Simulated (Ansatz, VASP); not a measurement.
# HfSi in VASP and in Ansatz

```
Hf Si
1.0
     6.85185    0.00000    0.00000
     0.00000    3.74719    0.00000
     0.00000    0.00000    5.19935
Hf Si
4 4
Direct
  0.82417 0.25000 0.12592
  0.32417 0.25000 0.37408
  0.17583 0.75000 0.87408
  0.67583 0.75000 0.62592
  0.95691 0.25000 0.64109
  0.45691 0.25000 0.85891
  0.04309 0.75000 0.35891
  0.54309 0.75000 0.14109
```

Alike in both runs: functional PBEsol; k mesh 4 × 6 × 4; occupations gaussian, width 0.1 eV; no spin polarisation.

Ansatz relaxed the structure, and its values are those at the end. VASP's run is a single point on that final structure, the one shown.

|  | VASP | Ansatz |
| --- | --- | --- |
| version | VASP 6.6.1 | Ansatz 0.2.0 |
| potentials or method | VASP PAW PBE potentials, release 64 (Hf_pv, Si), cutoff 520 eV | scalar-relativistic, plane waves, PAW |
| valence electrons in the cell | 56 | 120 |

```csv
,VASP,Ansatz,Ansatz less VASP
gap on the k mesh at the Fermi level (eV),none,none,-
pressure (GPa),0.0,-0.1,-0.08
rms of the force components (eV/Å),0.014,0.012,-0.0012
```

VASP's potentials were made for PBE, not for PBEsol. A gap of «none» marks a metal or a gap that the smearing closes. With one functional, cell and mesh, what is left measures potentials, basis and numerics. VASP's potentials hold 56 valence electrons a cell and Ansatz's 120, so a difference there can come from the potentials and not from the codes.

Neither program's run includes spin-orbit coupling.
